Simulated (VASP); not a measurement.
## LiNbO3: single point with LDA

Crystal: LiNbO3.

```xyz
10
Lattice="2.5339 1.4629 4.5625 -2.5339 1.4629 4.5625 0.0000 -2.9259 4.5625" Properties=species:S:1:pos:R:3 pbc="T T T"
Li    0.0000    0.0000   10.7054
Li    0.0000    0.0000    3.8616
Nb    0.0000    0.0000    6.8232
Nb    0.0000    2.9259    9.1044
O     0.9839   -1.3293    7.7169
O     0.6593    1.5168    7.7169
O    -0.6593   -1.4091    5.4357
O    -1.6432   -0.1874    7.7169
O     1.5499    0.1336    5.4357
O    -0.8907    1.2755    5.4357
```

```json
{
 "Program": "VASP 6.6.1",
 "Task": "single point",
 "Functional": "LDA",
 "Potentials or basis": "VASP PAW LDA potentials, release 64 (Li_sv, Nb_sv, O)",
 "Cutoff": "520 eV",
 "k mesh": "6 × 6 × 6",
 "Occupations": "fermi-dirac, width 0.02 eV",
 "Spin": "no spin polarisation",
 "Dipole correction": "no",
 "Further INCAR settings": "ALGO = Normal; EDIFF = 1e-06; NBANDS = 45"
}
```

| Item | Value |
| --- | --- |
| Largest force | 0.058 eV/Å |
| Band gap on the k mesh | 3.49 eV, indirect (least direct gap 3.51 eV) |

Forces in eV/Å, atoms in the order of the input:
```
Li   0.000  0.000  0.001
Li   0.000  0.000  0.001
Nb   0.000  0.000 -0.058
Nb   0.000  0.000 -0.058
O    0.019 -0.023  0.019
O    0.010  0.028  0.019
O   -0.010  0.028  0.019
O   -0.030 -0.005  0.019
O   -0.019 -0.023  0.019
O    0.030 -0.005  0.019
```

Levels at points of the mesh, in eV from the valence-band top:
| k point | band 31 | band 32 | band 33 | band 34 | band 35 | band 36 | band 37 | band 38 |
| --- | --- | --- | --- | --- | --- | --- | --- | --- |
| (0.00, 0.00, 0.00) | -0.62 | -0.52 | -0.02 | -0.02 | 3.49 | 3.49 | 3.92 | 5.18 |
| (0.50, 0.00, 0.00) | -0.29 | -0.29 | -0.19 | -0.19 | 3.91 | 3.91 | 4.76 | 4.76 |
| (0.50, 0.50, 0.00) | -0.68 | -0.67 | -0.43 | -0.23 | 3.56 | 4.07 | 4.59 | 4.66 |
| (0.50, 0.50, 0.50) | -0.30 | -0.30 | -0.30 | -0.30 | 4.69 | 4.69 | 4.91 | 4.91 |

Run time: 3.1 min on 1 thread of Intel(R) Xeon(R) Platinum 8488C (Sapphire Rapids) (shared host), peak memory 0.27 GiB.

 A k mesh can miss the band edges.
